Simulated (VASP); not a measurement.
Pt, 1 atom in the cell. The structure is orthorhombic, space group Immm (No. 71). The conventional cell has a = 2.707 Å, b = 2.831 Å, c = 3.916 Å, α = 90.00°, β = 90.00°, γ = 90.00°. Pt (site symmetry mmm) has 12 Pt at 2.71 to 2.83 Å within 3.6 Å.  This cell differs from its parent crystal: strain +0.0450 x Voigt [0, 0, 0, 0, 0, 1].

- Program: VASP 6.6.1
- Task: single point
- Functional: PBE
- Potentials or basis: VASP PAW PBE potentials, release 64 (Pt)
- Cutoff: 520 eV
- k mesh: 20 × 20 × 20
- Occupations: gaussian, width 0.15 eV
- Spin: no spin polarisation
- Dipole correction: no
- Further INCAR settings: ALGO = Fast; EDIFF = 1e-06; NBANDS = 11

Potentials or basis: VASP PAW PBE potentials, release 64 (Pt).

Command:

```sh
$ cat potpaw_PBE.64/Pt/POTCAR > POTCAR
$ mpirun -np 1 vasp_std > vasp.out
```

Hardware: 1 thread of Intel(R) Xeon(R) 6975P-C (Granite Rapids), with other jobs on the host.

How long does it take, and how much memory?

It took 120 s on 1 thread of Intel(R) Xeon(R) 6975P-C (Granite Rapids), with other jobs on the host, peak memory 0.31 GiB. Counts: scf iterations 12, k points 1166.
